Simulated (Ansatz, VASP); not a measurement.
# CuAu: VASP beside Ansatz

The input INCAR:

```
SYSTEM = CuAu
ALGO = Normal ; EDIFF = 1E-6
ENCUT = 520 ; GGA = PS
ISIF = 2 ; ISMEAR = -1
LASPH = .TRUE. ; LCHARG = .FALSE.
LREAL = .FALSE. ; LWAVE = .FALSE.
NBANDS = 18 ; NELM = 80
PREC = Accurate ; SIGMA = 0.05
```

The input KPOINTS:

```
k-points
0
G
  13 13 10
  0 0 0
```

The input POSCAR:

```
CuAu
1.0
    2.8000000000      0.0000000000      0.0000000000
    0.0000000000      2.8000000000      0.0000000000
    0.0000000000      0.0000000000      3.7434000000
Cu Au
1 1
Direct
    0.5000000000      0.5000000000      0.5000000000
    0.0000000000      0.0000000000      0.0000000000
```

Input for Ansatz:

```yaml
crystal:
  lattice:
    - [2.8, 0.0, 0.0]
    - [0.0, 2.8, 0.0]
    - [0.0, 0.0, 3.7434]
  atoms:
    - { symbol: Cu, position: [0.5, 0.5, 0.5] }
    - { symbol: Au, position: [0.0, 0.0, 0.0] }
kpoints:
  mp_grid: { grid: [13, 13, 10] }
  band_path:
    path:
      - [0.0, 0.0, 0.0]
      - [0.0, 0.5, 0.0]
      - [0.5, 0.5, 0.0]
      - [0.0, 0.0, 0.0]
      - [0.0, 0.0, 0.5]
      - [0.0, 0.5, 0.5]
      - [0.5, 0.5, 0.5]
      - [0.0, 0.0, 0.5]
      - [0.0, 0.5, 0.0]
    npoints: 5
scf:
  occupations: { method: fermi_dirac, width: 0.05 }
hamiltonian:
  xc: pbesol
  pseudopotentials: { kind: all_electron, lapw: { basis_error: 0.00025 } }
output:
  forces: true
  stress: true
  eigenvalues: true
```

Change from the starting cell: zz strain of +2 %.

Alike in both runs: task single point; functional PBEsol; k mesh 13 × 13 × 10; occupations fermi-dirac, width 0.05 eV; no spin polarisation.

```csv
,VASP,Ansatz
version,VASP 6.6.1,Ansatz 0.2.0
potentials or method,"VASP PAW PBE potentials, release 64 (Cu, Au), cutoff 520 eV","all-electron LAPW, scalar-relativistic"
```

```csv
,VASP,Ansatz,Ansatz less VASP
pressure (GPa),-4.9,-4.9,-0.04
"traceless stress, the component that is largest in VASP (GPa)",-0.27,-0.32,-0.047
```

VASP's potentials were made for PBE, not for PBEsol. Ansatz ran all-electron here, and VASP with PAW potentials.

Spin-orbit coupling is off throughout.
